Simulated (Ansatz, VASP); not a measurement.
# Ge: VASP beside Ansatz

The input INCAR:

```
ALGO = Normal
EDIFF = 1E-8
ENCUT = 520
GGA = PE
ISIF = 2
ISMEAR = -1
LASPH = True
LCHARG = False
LEFG = True
LREAL = False
LWAVE = False
NBANDS = 13
NELM = 60
PREC = Accurate
SIGMA = 0.03
```

Contents of KPOINTS:

```
k-points
0
Gamma
  20 20 20
```

POSCAR

```
Ge
1.0
   -1.6852042890      1.6852042890      1.6852042890
    1.6852042890     -1.6852042890      1.6852042890
    1.6852042890      1.6852042890     -1.6852042890
Ge
1
Direct
    0.0000000000      0.0000000000      0.0000000000
```

Input for Ansatz:

```yaml
crystal:
  lattice:
    - [-1.685204289, 1.685204289, 1.685204289]
    - [1.685204289, -1.685204289, 1.685204289]
    - [1.685204289, 1.685204289, -1.685204289]
  atoms:
    - { symbol: Ge, position: [0.0, 0.0, 0.0] }
kpoints:
  mp_grid: { grid: [20, 20, 20] }
  band_path:
    path:
      - [0.0, 0.0, 0.0]
      - [0.5, -0.5, 0.5]
      - [0.0, 0.0, 0.5]
      - [0.0, 0.0, 0.0]
      - [0.25, 0.25, 0.25]
      - [0.5, -0.5, 0.5]
      - [0.25, 0.25, 0.25]
      - [0.0, 0.0, 0.5]
    npoints: 8
scf:
  occupations: { method: fermi_dirac, width: 0.03 }
hamiltonian:
  xc: pbe
  pseudopotentials: { kind: paw }
output:
  forces: true
  stress: true
  eigenvalues: true
  efg: { contact_densities: true }
  populations: true
  bader: true
  dos: { projected: true, de: 0.2, e_range: [-14, 8] }
```

Alike in both runs: task electric field gradients; functional PBE; k mesh 20 × 20 × 20; occupations fermi-dirac, width 0.03 eV; no spin polarisation.

|  | VASP | Ansatz |
| --- | --- | --- |
| version | VASP 6.6.1 | Ansatz 0.2.0 |
| potentials or method | VASP PAW PBE potentials, release 64 (Ge_d) | PAW with Ansatz's default frozen-core files, scalar-relativistic |
| plane-wave cutoff (eV) | 520 | 420 |
| valence electrons in the cell | 14 | 14 |

```tsv
	VASP	Ansatz	Ansatz less VASP
pressure (GPa)	0.0	0.0	-0.03
```
